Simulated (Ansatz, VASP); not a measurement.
## One calculation of Si, two programs

```
CELL_PARAMETERS angstrom
-1.61600 1.61600 1.31147
1.61600 -1.61600 1.31147
1.61600 1.61600 -1.31147
ATOMIC_POSITIONS crystal
Si 0.00000 0.00000 0.00000
```

Alike in both runs: task single point; functional HSE06; k mesh 8 × 8 × 8; occupations fermi-dirac, width 0.05 eV; no spin polarisation.

|  | VASP | Ansatz |
| --- | --- | --- |
| version | VASP 6.6.1 | Ansatz 0.2.0 |
| potentials or method | VASP PAW PBE potentials, release 64 (Si) | Ansatz PAW |
| plane-wave cutoff (eV) | 520 | 420 |
| valence electrons in the cell | 4 | 4 |

Ansatz gave:

- gap on the k mesh at the Fermi level (eV): none
- pressure (GPa): 4.1
- traceless stress, the component that is largest in VASP (GPa): -5.33

Question: Estimate VASP's values.

Answer: gap on the k mesh at the Fermi level (eV): none; pressure (GPa): 3.8; traceless stress, the component that is largest in VASP (GPa): -5.41.

A gap of «none» marks a metal or a gap that the smearing closes.

The k mesh is coarse, so the values compare programs but aren't converged.
